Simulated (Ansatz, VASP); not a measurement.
# One calculation of SrCl2, two programs

Contents of POSCAR:

```
SrCl2
1.0
   -2.8648298897      2.8648298897      7.0249316176
    2.8648298897     -2.8648298897      7.0249316176
    2.8648298897      2.8648298897     -7.0249316176
Sr Cl
2 4
Direct
    0.7500000000      0.2500000000      0.5000000000
    0.0000000000      0.0000000000      0.0000000000
    0.5403727397      0.0403727397      0.5000000000
    0.7903727397      0.7903727397      0.0000000000
    0.2096272603      0.2096272603      0.0000000000
    0.9596272603      0.4596272603      0.5000000000
```

INCAR.step1

```
ALGO = Normal
EDIFF = 1E-4
ENCUT = 520
GGA = PE
ISMEAR = 0
LASPH = T
LCHARG = F
LREAL = F
LWAVE = T
NBANDS = 33
NELM = 60
PREC = Accurate
SIGMA = 0.01
```

File INCAR.step2:

```
ALGO = Normal
EDIFF = 1E-6
ENCUT = 520
ISIF = 2
ISMEAR = 0
ISTART = 1
LASPH = T
LCHARG = F
LMIXTAU = T
LREAL = F
LWAVE = F
METAGGA = R2SCAN
NBANDS = 33
NELM = 60
PREC = Accurate
SIGMA = 0.01
```

KPOINTS

```
k-points
0
Gamma
  6 6 6
```

Input for Ansatz:

```yaml
crystal:
  lattice:
    - [-2.8648298897, 2.8648298897, 7.0249316176]
    - [2.8648298897, -2.8648298897, 7.0249316176]
    - [2.8648298897, 2.8648298897, -7.0249316176]
  atoms:
    - { symbol: Sr, position: [0.75, 0.25, 0.5] }
    - { symbol: Sr, position: [0.0, 0.0, 0.0] }
    - { symbol: Cl, position: [0.5403727397, 0.0403727397, 0.5] }
    - { symbol: Cl, position: [0.7903727397, 0.7903727397, 0.0] }
    - { symbol: Cl, position: [0.2096272603, 0.2096272603, 0.0] }
    - { symbol: Cl, position: [0.9596272603, 0.4596272603, 0.5] }
kpoints:
  mp_grid: { grid: [6, 6, 6] }
hamiltonian:
  xc: r2scan
scf:
  occupations: { method: fixed }
  n_extra_bands: 5
output:
  forces: true
  stress: true
  eigenvalues: true
```

Alike in both runs: task single point; functional r2SCAN; k mesh 6 × 6 × 6; no spin polarisation.

|  | VASP | Ansatz |
| --- | --- | --- |
| version | VASP 6.6.1 | Ansatz 0.2.0 |
| potentials or method | VASP PAW PBE potentials, release 64 (Sr_sv, Cl) | plane waves, PAW |
| plane-wave cutoff (eV) | 520 | 500 |
| occupations | gaussian, width 0.01 eV | fixed |
| valence electrons in the cell | 48 | 48 |

Ansatz gave:

```
gap on the k mesh at the Fermi level (eV)                     : 6.08
pressure (GPa)                                                : -0.7
traceless stress, the component that is largest in VASP (GPa) : -0.07
rms of the force components (eV/Å)                            : 0.028
```

What did VASP give for the same quantities?

gap on the k mesh at the Fermi level (eV): 6.09; pressure (GPa): -0.7; traceless stress, the component that is largest in VASP (GPa): -0.06; rms of the force components (eV/Å): 0.025.

VASP's potentials were made for PBE, not for r2SCAN. Atom by atom the forces differ by 0.003 eV/Å (rms over components).
